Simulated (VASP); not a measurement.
Te2I3:

```xyz
5
Lattice="3.9910 2.3042 3.1990 -3.9910 2.3042 3.1990 0.0000 -4.6085 3.1990" Properties=species:S:1:pos:R:3 pbc="T T T"
Te    0.0000    0.0000    2.4749
Te    0.0000    0.0000    7.1221
I    -2.0213    2.3042    3.1990
I    -0.9849   -2.9026    3.1990
I     3.0062    0.5984    3.1990
```

| Quantity | Value |
| --- | --- |
| Program | VASP 6.6.1 |
| Task | relaxation of cell and atoms |
| Functional | PBE |
| Potentials or basis | VASP PAW PBE potentials, release 64 (Te, I) |
| Cutoff | 600 eV |
| k mesh | 3 × 3 × 3 |
| Occupations | gaussian, width 0.1 eV |
| Spin | no spin polarisation |

At the start: pressure 6.8 GPa; volume 35.30 Å³/atom.

Q: How do energy, volume and symmetry change on relaxing?

A: Over 51 steps the energy falls by 705.2 meV/atom and the volume is 84.63 Å³/atom (+139.7 %); space group R32 (No. 155, to 0.05 Å).

The path:
```
step  energy change (eV)  largest force (eV/Å)  pressure (GPa)  volume (Å³)
   1              0.0000                0.9472            6.76       176.51
   3             -0.7621                0.1797           -0.39       216.30
   5             -1.3711                0.3280            0.30       214.67
   7             -1.4577                0.2303            1.34       212.80
   9             -1.5968                0.2174            0.09       238.76
  11             -1.6070                0.2496           -0.25       251.82
  13             -1.6208                0.1862            0.13       249.45
  15             -1.6335                0.1601            0.28       252.02
  17             -1.7004                0.2380           -0.02       274.57
  19             -1.9197                0.3375           -0.58       378.18
  21             -1.9661                0.3150           -0.49       391.55
  23             -2.0840                0.3980           -0.55       455.49
  25             -2.1134                0.4510           -0.64       468.42
  27             -2.2741                0.2536            0.54       447.26
  29             -2.5352                0.4800            0.55       454.56
  31             -2.5974                1.2698           -1.39       487.63
  33             -3.2435                0.1440           -1.02       473.66
  35             -3.2776                0.3249           -1.15       466.77
  37             -3.4495                0.2264           -0.49       433.79
  39             -3.4752                0.2046           -0.10       419.61
  41             -3.4782                0.1869           -0.03       417.56
  43             -3.4949                0.0374            0.01       419.67
  45             -3.5106                0.0860           -0.02       424.85
  47             -3.5221                0.0301           -0.12       427.94
  49             -3.5250                0.0712            0.00       424.03
  51             -3.5262                0.0254            0.05       423.17
```

Final structure:
```
CELL_PARAMETERS angstrom
4.67507 2.69916 5.58920
-4.67507 2.69916 5.58920
0.00000 -5.39831 5.58920
ATOMIC_POSITIONS crystal
Te 0.41075 0.41075 0.41075
Te 0.58925 0.58925 0.58925
I 0.49383 0.50617 0.00000
I 0.00000 0.49383 0.50617
I 0.50617 0.00000 0.49383
```

Caveat: the k points lie up to 0.29 Å⁻¹ apart in the final cell; the volume moved by over 15 % at a fixed basis, so the end points are rough; an odd number of electrons without spin polarisation forces a metal; a magnetic or distorted state may lie lower.
